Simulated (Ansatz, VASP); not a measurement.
**One calculation of Mn, two programs**

File INCAR:

```
SYSTEM = Mn
ALGO = Normal
EDIFF = 1E-6
ENCUT = 520
GGA = RE
ISIF = 2
ISMEAR = -1
LASPH = .TRUE.
LCHARG = .FALSE.
LREAL = .FALSE.
LWAVE = .FALSE.
NBANDS = 20
NELM = 80
PREC = Accurate
SIGMA = 0.1
```

KPOINTS

```
k-points
0
G
  16 16 9
  0 0 0
```

File POSCAR:

```
Mn
1.0
   -1.4319645509      1.7420957485      1.2772852568
    1.7420957485     -1.4319645509      1.2772852568
    2.9190503154      2.9190503154     -0.7092794004
Mn
2
Direct
    0.0416895037      0.9583104963      0.0000000000
    0.7083104963      0.2916895037      0.5000000000
```

Input for Ansatz:

```yaml
crystal:
  lattice:
    - [-1.4319645509, 1.7420957485, 1.2772852568]
    - [1.7420957485, -1.4319645509, 1.2772852568]
    - [2.9190503154, 2.9190503154, -0.7092794004]
  atoms:
    - { symbol: Mn, position: [0.0416895037, 0.9583104963, 0.0] }
    - { symbol: Mn, position: [0.7083104963, 0.2916895037, 0.5] }
hamiltonian:
  xc: revpbe
  pseudopotentials:
    kind: paw
    azcp:
      Mn: "pseudopotentials/Mn.paw.azcp"
basis:
  ecutwfc: 420
  fft_grid_basis: typed
kpoints:
  mp_grid: { grid: [16, 16, 9], shift: [0, 0, 0] }
magnetization:
  spin_polarized: false
scf:
  occupations: { method: fermi_dirac, width: 0.1 }
  lower_state_search: "off"
output:
  stress: true
```

Alike in both runs: task single point; functional revPBE; k mesh 16 × 16 × 9; occupations fermi-dirac, width 0.1 eV; no spin polarisation.

|  | VASP | Ansatz |
| --- | --- | --- |
| version | VASP 6.6.1 | Ansatz 0.2.0 |
| potentials or method | VASP PAW PBE potentials, release 64 (Mn_pv), cutoff 520 eV | plane waves (420 eV) with PAW, scalar-relativistic |
| valence electrons in the cell | 26 | 30 |

VASP gave:

* pressure (GPa): -23.3
* traceless stress, the component that is largest in VASP (GPa): -0.14

Question: Which values does Ansatz return?

Answer: Pressure (GPa): -23.5; traceless stress, the component that is largest in VASP (GPa): -0.07.

VASP's potentials were made for PBE, not for revPBE. VASP's potentials hold 26 valence electrons a cell and Ansatz's 30, so a difference there can come from the potentials and not from the codes.
